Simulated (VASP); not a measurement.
# HgTe (F-43m) in VASP: further runs, part 2 of 2

VASP 6.6.1. Earlier steps stand in the parts before.

**3. Single point, r2SCAN0**

This run uses another cell than the first one, of 34.54 Å³/atom.

POSCAR reads:

```
HgTe
1.0
    0.0000000000      3.2568009036      3.2568009036
    3.2568009036      0.0000000000      3.2568009036
    3.2568009036      3.2568009036      0.0000000000
Hg Te
1 1
Direct
    0.0000000000      0.0000000000      0.0000000000
    0.7500000000      0.7500000000      0.7500000000
```

INCAR.step1 reads:

```
ALGO = Normal
EDIFF = 1E-5
ENCUT = 520
GGA = PE
ISIF = 2
ISMEAR = -1
LASPH = T
LREAL = F
LWAVE = T
NBANDS = 16
NELM = 100
PREC = Accurate
SIGMA = 0.05
```

INCAR.step2 reads:

```
AEXX = 0.25
ALGO = Normal
EDIFF = 1E-6
ENCUT = 520
ISIF = 2
ISMEAR = -1
ISTART = 1
LASPH = T
LCHARG = T
LELF = T
LHFCALC = T
LMIXTAU = T
LREAL = F
LVHAR = T
LWAVE = F
METAGGA = R2SCAN
NBANDS = 16
NELM = 100
PREC = Accurate
PRECFOCK = Normal
SIGMA = 0.05
```

KPOINTS reads:

```
k-points
0
Gamma
  4 4 4
```

Potentials or basis: VASP PAW PBE potentials, release 64 (Hg, Te).

On the command line:

```console
$ cat potpaw_PBE.64/Hg/POTCAR potpaw_PBE.64/Te/POTCAR > POTCAR
$ cp INCAR.step1 INCAR
$ mpirun -np 1 vasp_std > vasp.out
$ cp INCAR.step2 INCAR
$ mpirun -np 1 vasp_std > vasp.out
```

OUTCAR:

```text
AEXX = 0.25
   EDIFF = 1E-6
   ENCUT = 520
   ISIF = 2
   ISMEAR = -1
   ISTART = 1
   LASPH = T
   LHFCALC = T
   LREAL = F
   METAGGA = R2SCAN
   NELM = 100
   PREC = Accurate
   PRECFOCK = Normal

 ion  position               nearest neighbor table
   1  0.000  0.000  0.000-   2 2.82   2 2.82   2 2.82   2 2.82
   2  0.750  0.750  0.750-   1 2.82   1 2.82   1 2.82   1 2.82

  LATTYP: Found a face centered cubic cell.
 ALAT       =     6.5136018072

  Lattice vectors:

 A1 = (   0.0000000000,   3.2568009036,   3.2568009036)
 A2 = (   3.2568009036,   0.0000000000,   3.2568009036)
 A3 = (   3.2568009036,   3.2568009036,   0.0000000000)

Analysis of symmetry for initial positions (statically):
=====================================================================
 Subroutine PRICEL returns:
 Original cell was already a primitive cell.

 Routine SETGRP: Setting up the symmetry group for a
 face centered cubic supercell.

 Subroutine GETGRP returns: Found 24 space group operations
 (whereof 24 operations were pure point group operations)
 out of a pool of 48 trial point group operations.

The static configuration has the point symmetry T_d .

[... 150 lines left out ...]

 E-fermi :   2.2965     XC(G=0):  -7.2036

 val. band max:        1.8985907686   @ k =   0.0000   0.0000   0.0000
 cond. band min:       2.6394019645   @ k =   0.0000   0.0000   0.0000
 fundamental gap:      0.7408111959
 Fermi energy:         2.2964795509

 k-point     1 :       0.0000    0.0000    0.0000
  band No.  band energies     occupation
      1     -11.2874      2.00000
      2      -6.6981      2.00000
      3      -6.6981      2.00000
      4      -6.6981      2.00000
      5      -6.1649      2.00000
      6      -6.1649      2.00000
[... 129 lines left out ...]
      3      -6.4341      2.00000
      4      -6.2203      2.00000
      5      -6.1873      2.00000
      6      -5.4794      2.00000
[... 8 lines left out ...]
     15      15.0218      0.00000
     16      15.1735      0.00000

------------------------ aborting loop because EDIFF is reached ----------------------------------------

  FORCE on cell =-STRESS in cart. coord.  units (eV):
  Direction    XX          YY          ZZ          XY          YZ          ZX
  --------------------------------------------------------------------------------------
  -------------------------------------------------------------------------------------
  Total        0.0798180      0.0798180      0.0798180     -0.0000000      0.0000000     -0.0000000
  in kB        1.8510065      1.8510065      1.8510065     -0.0000000      0.0000000     -0.0000000
  external PRESSURE =       1.8510065 kB  Pullay stress =       0.0000000 kB

 VOLUME and BASIS-vectors are now :
 -----------------------------------------------------------------------------
  energy-cutoff  :      520.00
  volume of cell :       69.09
      direct lattice vectors                 reciprocal lattice vectors
     0.000000000  3.256800904  3.256800904    -0.153524890  0.153524890  0.153524890
     3.256800904  0.000000000  3.256800904     0.153524890 -0.153524890  0.153524890
     3.256800904  3.256800904  0.000000000     0.153524890  0.153524890 -0.153524890

 POSITION                                       TOTAL-FORCE (eV/Angst)
 -----------------------------------------------------------------------------------
      0.00000      0.00000      0.00000        -0.000000     -0.000000     -0.000000
      4.88520      4.88520      4.88520         0.000000      0.000000      0.000000
 -----------------------------------------------------------------------------------
    total drift:                                0.001241      0.000903      0.000603

  FREE ENERGIE OF THE ION-ELECTRON SYSTEM (eV)
  ---------------------------------------------------
  free  energy   TOTEN  =       -59.3619699479 eV

  energy  without entropy=      -59.3619423712  energy(sigma->0) =      -59.36195616
```

OUTCAR.step1:

```text
EDIFF = 1E-5
   ENCUT = 520
   GGA = PE
   ISIF = 2
   ISMEAR = -1
[... 354 lines left out ...]
 -----------------------------------------------------------------------------------
      0.00000      0.00000      0.00000        -0.000000     -0.000000     -0.000000
      4.88520      4.88520      4.88520         0.000000      0.000000      0.000000
 -----------------------------------------------------------------------------------
    total drift:                                0.000000      0.000000      0.000000

  FREE ENERGIE OF THE ION-ELECTRON SYSTEM (eV)
  ---------------------------------------------------
  free  energy   TOTEN  =        -3.5291202064 eV

  energy  without entropy=       -3.5261319951  energy(sigma->0) =       -3.52762610
```

OSZICAR.step1:

```text
N       E                     dE             d eps       ncg     rms          rms(c)
DAV:   1     0.104011441506E+03    0.10401E+03   -0.76548E+03   256   0.944E+02
DAV:   2     0.472599379032E-01   -0.10396E+03   -0.97357E+02   272   0.228E+02
DAV:   3    -0.371396233630E+01   -0.37612E+01   -0.37481E+01   336   0.443E+01
DAV:   4    -0.374868220974E+01   -0.34720E-01   -0.34718E-01   376   0.386E+00
DAV:   5    -0.374876771427E+01   -0.85505E-04   -0.85504E-04   336   0.181E-01    0.730E+00
DAV:   6    -0.353718141437E+01    0.21159E+00   -0.41876E-01   296   0.845E+00    0.580E+00
DAV:   7    -0.352944790347E+01    0.77335E-02   -0.10406E-01   296   0.215E+00    0.219E+00
DAV:   8    -0.352898197566E+01    0.46593E-03   -0.10849E-02   328   0.117E+00    0.538E-01
DAV:   9    -0.352905961670E+01   -0.77641E-04   -0.75881E-04   280   0.315E-01    0.125E-01
DAV:  10    -0.352910146765E+01   -0.41851E-04   -0.10002E-04   304   0.865E-02    0.479E-02
DAV:  11    -0.352912200330E+01   -0.20536E-04   -0.39781E-05   280   0.443E-02    0.338E-02
DAV:  12    -0.352912020636E+01    0.17969E-05   -0.41801E-06   232   0.162E-02
   1 F= -.35291202E+01 E0= -.35276261E+01  d E =-.298821E-02
```

Wall time 14 min (1 thread of AMD EPYC 7R13 (Zen 3), shared host); peak memory 0.2 GiB.

Results:

```
Free energy            : -59.3620 eV
Pressure               : 0.2 GPa
Band gap on the k mesh : 0.74 eV
```

Caveat: the PAW data sets were made with another functional, which shifts forces and pressure a little; spin-orbit coupling is left out, which moves the levels of the heavy elements.

**4. Single point, b88 exchange, pbe correlation**

This run uses another cell than the first one, of 31.22 Å³/atom.

INCAR reads:

```
SYSTEM = HgTe
  ALGO = Normal
  EDIFF = 1E-6
  ENCUT = 500
  GGA = LIBXC
  GGA_COMPAT = .False.
  ISIF = 2
  ISMEAR = -1
  LASPH = .True.
  LCHARG = .False.
  LIBXC1 = GGA_X_B88
  LIBXC2 = GGA_C_PBE
  LREAL = .False.
  LWAVE = .False.
  NBANDS = 16
  NELM = 120
  PREC = Accurate
  SIGMA = 0.05
```

KPOINTS reads:

```
k-points
0
Gamma
  7 7 7
  0 0 0
```

POSCAR reads:

```
HgTe
1.0
    0.0000000000      3.1488795465      3.1488795465
    3.1488795465      0.0000000000      3.1488795465
    3.1488795465      3.1488795465      0.0000000000
Hg Te
1 1
Direct
    0.0000000000      0.0000000000      0.0000000000
    0.7500000000      0.7500000000      0.7500000000
```

On the command line:

```console
$ cat potpaw_PBE.64/Hg/POTCAR potpaw_PBE.64/Te/POTCAR > POTCAR
$ mpirun -np 1 vasp_std > vasp.out
```

Wall time 20 s (1 thread of Intel Xeon Platinum 8259CL at 2.50GHz (Skylake/Cascade Lake), shared host); peak memory 0.18 GiB.

Results (log left out):

```
Free energy            : -3.0826 eV
Pressure               : 8.6 GPa
Band gap on the k mesh : zero (filled and empty bands touch)
```

Levels at points of the mesh, in eV from the Fermi level:
| k point | band 7 | band 8 | band 9 | band 10 | band 11 | band 12 |
| --- | --- | --- | --- | --- | --- | --- |
| (0.00, 0.00, 0.00) | -0.58 | -0.04 | -0.04 | -0.04 | 4.04 | 4.04 |

Caveat: the cell stands under pressure; semilocal functionals underestimate gaps, so a narrow gap can read as zero; the PAW data sets were made with another functional, which shifts forces and pressure a little; spin-orbit coupling is left out, which moves the levels of the heavy elements.

**5. Single point, b88 exchange, pbe correlation**

This run uses another cell than the first one, of 31.89 Å³/atom.

INCAR reads:

```
  PREC = Accurate
  ENCUT = 500
  EDIFF = 1E-6
  ISMEAR = -1
  SIGMA = 0.05
  LREAL = False
  LASPH = True
  NELM = 120
  ALGO = Normal
  ISIF = 2
  LWAVE = False
  LCHARG = True
  GGA = LIBXC
  LIBXC1 = GGA_X_B88
  LIBXC2 = GGA_C_PBE
  LELF = True
  LVHAR = True
  NBANDS = 16
  GGA_COMPAT = False
```

KPOINTS reads:

```
regular mesh
0
Gamma
  7 7 7
```

POSCAR reads:

```
HgTe
1.0
    0.0000000000      3.1710554852      3.1710554852
    3.1710554852      0.0000000000      3.1710554852
    3.1710554852      3.1710554852      0.0000000000
Hg Te
1 1
Direct
    0.0000000000      0.0000000000      0.0000000000
    0.7500000000      0.7500000000      0.7500000000
```

On the command line:

```console
$ cat potpaw_PBE.64/Hg/POTCAR potpaw_PBE.64/Te/POTCAR > POTCAR
$ mpirun -np 1 vasp_std > vasp.out
```

It took 30 s on 1 thread of Intel Xeon Platinum 8259CL at 2.50GHz (Skylake/Cascade Lake), shared host; peak memory 0.21 GiB.

The run converged. Its results:

```
Free energy            : -3.1476 eV
Pressure               : 7.1 GPa
Band gap on the k mesh : zero (filled and empty bands touch)
```

Levels at points of the mesh, in eV from the Fermi level:
| k point | band 7 | band 8 | band 9 | band 10 | band 11 | band 12 |
| --- | --- | --- | --- | --- | --- | --- |
| (0.00, 0.00, 0.00) | -0.64 | -0.04 | -0.04 | -0.04 | 4.09 | 4.09 |

Caveat: the cell stands under pressure; semilocal functionals underestimate gaps, so a narrow gap can read as zero; the PAW data sets were made with another functional, which shifts forces and pressure a little; spin-orbit coupling is left out, which moves the levels of the heavy elements.

**6. Single point, b88 exchange, pbe correlation**

This run uses another cell than the first one, of 32.55 Å³/atom.

INCAR reads:

```
  PREC = Accurate
  ENCUT = 500
  EDIFF = 1E-6
  ISMEAR = -1
  SIGMA = 0.05
  LREAL = F
  LASPH = T
  NELM = 120
  ALGO = Normal
  ISIF = 2
  LWAVE = F
  LCHARG = F
  GGA = LIBXC
  LIBXC1 = GGA_X_B88
  LIBXC2 = GGA_C_PBE
  NBANDS = 16
  GGA_COMPAT = F
```

KPOINTS is that of step 5.

POSCAR reads:

```
HgTe
1.0
    0.0000000000      3.1929255244      3.1929255244
    3.1929255244      0.0000000000      3.1929255244
    3.1929255244      3.1929255244      0.0000000000
Hg Te
1 1
Direct
    0.0000000000      0.0000000000      0.0000000000
    0.7500000000      0.7500000000      0.7500000000
```

Potentials or basis: VASP PAW PBE potentials, release 64 (Hg, Te).

On the command line:

```console
$ cat potpaw_PBE.64/Hg/POTCAR potpaw_PBE.64/Te/POTCAR > POTCAR
$ mpirun -np 1 vasp_std > vasp.out
```

OUTCAR:

```text
PREC = Accurate
   ENCUT = 500
   EDIFF = 1E-6
   ISMEAR = -1
   LREAL = F
   LASPH = T
   NELM = 120
   ISIF = 2
   GGA = LIBXC

 ion  position               nearest neighbor table
   1  0.000  0.000  0.000-   2 2.77   2 2.77   2 2.77   2 2.77
   2  0.750  0.750  0.750-   1 2.77   1 2.77   1 2.77   1 2.77

  LATTYP: Found a face centered cubic cell.
 ALAT       =     6.3858510488

  Lattice vectors:

 A1 = (   0.0000000000,   3.1929255244,   3.1929255244)
 A2 = (   3.1929255244,   0.0000000000,   3.1929255244)
 A3 = (   3.1929255244,   3.1929255244,   0.0000000000)

Analysis of symmetry for initial positions (statically):
=====================================================================
 Subroutine PRICEL returns:
 Original cell was already a primitive cell.

 Routine SETGRP: Setting up the symmetry group for a
 face centered cubic supercell.

 Subroutine GETGRP returns: Found 24 space group operations
 (whereof 24 operations were pure point group operations)
 out of a pool of 48 trial point group operations.

The static configuration has the point symmetry T_d .

Analysis of symmetry for dynamics (positions and initial velocities):
=====================================================================
 Subroutine PRICEL returns:
 Original cell was already a primitive cell.

 Routine SETGRP: Setting up the symmetry group for a
 face centered cubic supercell.

 Subroutine GETGRP returns: Found 24 space group operations
 (whereof 24 operations were pure point group operations)
 out of a pool of 48 trial point group operations.

The dynamic configuration has the point symmetry T_d .

 Subroutine INISYM returns: Found 24 space group operations
 (whereof 24 operations are pure point group operations),
 and found     1 'primitive' translations

----------------------------------------------------------------------------------------
[... 104 lines left out ...]
   EFERMI_NEDOS =   21; number of points for ismear=-14 and -15
   IALGO  =     38    algorithm
   IMIX   =      4    mixing-type and parameters
     AMIX     =   0.40;   BMIX     =  1.00
     AMIX_MAG =   1.60;   BMIX_MAG =  1.00
  volume/ion in A,a.u.               =      32.55       219.67
  Fermi-wavevector in a.u.,A,eV,Ry     =   1.066515  2.015421 15.475998  1.137454
  Thomas-Fermi vector in A             =   2.202102
   LORBIT       =      0    0 simple, 1 ext, 2 COOP (PROOUT), +10 PAW based schemes
   GGA     = LIBXC    functional components
   LHFCALC =     F    Hartree Fock is set to
   AEXX    =    0.0000 exact exchange contribution
   IVDW    =     0    specifies the selected vdW correction
   LEPSILON=     F    determine dielectric tensor
   LRPA    =     F    only Hartree local field effects (RPA)
 non-spin polarized calculation
  energy-cutoff  :      500.00
  volume of cell :       65.10
 maximum number of plane-waves:      1673
 NGX is ok and might be reduce to    36
   NGX = 17   NGY = 17   NGZ = 17

 number of electron      17.9999998 magnetization

 Free energy of the ion-electron system (eV)
  ---------------------------------------------------
  ext. energy  EPLUGINS =         0.00000000
  ---------------------------------------------------
  free energy    TOTEN  =        -3.20084648 eV

  energy without entropy =       -3.20017845  energy(sigma->0) =       -3.20051246

 E-fermi :   3.4829     XC(G=0):  -8.9254

 val. band max:        3.4434087888   @ k =   0.0000   0.0000   0.0000
 cond. band min:       4.1684869825   @ k =   0.4286   0.0000   0.0000
 fundamental gap:      0.7250781937
 Fermi energy:         3.4828855533

 k-point     1 :       0.0000    0.0000    0.0000
  band No.  band energies     occupation
      1      -8.8215      2.00000
      2      -4.1360      2.00000
      3      -4.1360      2.00000
      4      -4.1360      2.00000
      5      -3.5619      2.00000
      6      -3.5619      2.00000
[... 357 lines left out ...]
      3      -3.8523      2.00000
      4      -3.6370      2.00000
      5      -3.5781      2.00000
      6      -2.9605      2.00000
[... 8 lines left out ...]
     15      13.6092      0.00000
     16      15.4410      0.00000

------------------------ aborting loop because EDIFF is reached ----------------------------------------

  FORCE on cell =-STRESS in cart. coord.  units (eV):
  Direction    XX          YY          ZZ          XY          YZ          ZX
  --------------------------------------------------------------------------------------
  -------------------------------------------------------------------------------------
  Total        2.3258783      2.3258783      2.3258783      0.0000000     -0.0000000      0.0000000
  in kB       57.2402079     57.2402079     57.2402079      0.0000000     -0.0000000      0.0000000
  external PRESSURE =      57.2402079 kB  Pullay stress =       0.0000000 kB

 VOLUME and BASIS-vectors are now :
 -----------------------------------------------------------------------------
  energy-cutoff  :      500.00
  volume of cell :       65.10
      direct lattice vectors                 reciprocal lattice vectors
     0.000000000  3.192925524  3.192925524    -0.156596199  0.156596199  0.156596199
     3.192925524  0.000000000  3.192925524     0.156596199 -0.156596199  0.156596199
     3.192925524  3.192925524  0.000000000     0.156596199  0.156596199 -0.156596199

 POSITION                                       TOTAL-FORCE (eV/Angst)
 -----------------------------------------------------------------------------------
      0.00000      0.00000      0.00000        -0.000000     -0.000000     -0.000000
      4.78939      4.78939      4.78939         0.000000      0.000000      0.000000
 -----------------------------------------------------------------------------------
    total drift:                               -0.000000     -0.000000     -0.000000

  FREE ENERGIE OF THE ION-ELECTRON SYSTEM (eV)
  ---------------------------------------------------
  free  energy   TOTEN  =        -3.2008464848 eV

  energy  without entropy=       -3.2001784451  energy(sigma->0) =       -3.20051246
```

OSZICAR:

```text
N       E                     dE             d eps       ncg     rms          rms(c)
DAV:   1     0.108822633401E+03    0.10882E+03   -0.78446E+03   640   0.941E+02
DAV:   2     0.263762895623E+00   -0.10856E+03   -0.10131E+03   728   0.229E+02
DAV:   3    -0.338815715993E+01   -0.36519E+01   -0.36434E+01   776   0.441E+01
DAV:   4    -0.342138197854E+01   -0.33225E-01   -0.33222E-01   944   0.386E+00
DAV:   5    -0.342145118399E+01   -0.69205E-04   -0.69205E-04   856   0.170E-01    0.836E+00
DAV:   6    -0.321113281162E+01    0.21032E+00   -0.39861E-01   752   0.869E+00    0.649E+00
DAV:   7    -0.320162359632E+01    0.95092E-02   -0.10806E-01   712   0.227E+00    0.220E+00
DAV:   8    -0.320072349025E+01    0.90011E-03   -0.12430E-02   712   0.129E+00    0.581E-01
DAV:   9    -0.320077684559E+01   -0.53355E-04   -0.78611E-04   800   0.319E-01    0.145E-01
DAV:  10    -0.320082309363E+01   -0.46248E-04   -0.96548E-05   744   0.846E-02    0.481E-02
DAV:  11    -0.320084923591E+01   -0.26142E-04   -0.58767E-05   704   0.571E-02    0.479E-02
DAV:  12    -0.320084663023E+01    0.26057E-05   -0.50624E-06   728   0.235E-02    0.236E-02
DAV:  13    -0.320084648485E+01    0.14538E-06   -0.18345E-06   752   0.717E-03
   1 F= -.32008465E+01 E0= -.32005125E+01  d E =-.668040E-03
```

Run time: 27 s. Hardware: 1 thread of Intel Xeon Platinum 8259CL at 2.50GHz (Skylake/Cascade Lake), shared host; peak memory 0.21 GiB.

What came out:

```yaml
Free_energy: -3.2008 eV
Pressure: 5.7 GPa
Band_gap_on_the_k_mesh: zero (filled and empty bands touch)
```

Levels at points of the mesh, in eV from the Fermi level:
```csv
k point,band 5,band 6,band 7,band 8,band 9,band 10,band 11,band 12,band 13,band 14
"(0.00, 0.00, 0.00)",-7.04,-7.04,-0.69,-0.04,-0.04,-0.04,4.13,4.13,4.13,6.46
```

Caveat: the cell stands under pressure; semilocal functionals underestimate gaps, so a narrow gap can read as zero; the PAW data sets were made with another functional, which shifts forces and pressure a little; spin-orbit coupling is left out, which moves the levels of the heavy elements.

**7. Overview**

| level | cell | k mesh | cutoff (eV) | grid for exact exchange (PRECFOCK) | share of exact exchange | gap on the mesh (eV) | pressure (GPa) |
| --- | --- | --- | --- | --- | --- | --- | --- |
| r2SCAN0 | a = 4.576 Å, angles 60.0°, 2 atoms | 4 × 4 × 4 | 520 | Normal | 0.25 | 0.80 | 1.1 |
| r2SCAN0 | a = 4.606 Å, angles 60.0°, 2 atoms | 4 × 4 × 4 | 520 | Normal | 0.25 | 0.74 | 0.2 |
| b88 exchange, pbe correlation | a = 4.453 Å, angles 60.0°, 2 atoms | 7 × 7 × 7 | 500 | - | - | none | 8.6 |
| b88 exchange, pbe correlation | a = 4.485 Å, angles 60.0°, 2 atoms | 7 × 7 × 7 | 500 | - | - | none | 7.1 |
| b88 exchange, pbe correlation | a = 4.515 Å, angles 60.0°, 2 atoms | 7 × 7 × 7 | 500 | - | - | none | 5.7 |

Alike in all rows: task single point; potentials or basis VASP PAW PBE potentials, release 64 (Hg, Te); no spin polarisation; smearing fermi-dirac 0.05 eV.

Caveats: some runs use coarse meshes; the PAW data sets were made with another functional, which shifts forces and pressure a little; spin-orbit coupling is left out, which moves the levels of the heavy elements; the cell stands under pressure (at least some runs); semilocal functionals underestimate gaps, so a narrow gap can read as zero (at least some runs).

Absolute energies hang on the potentials; compare differences alone.
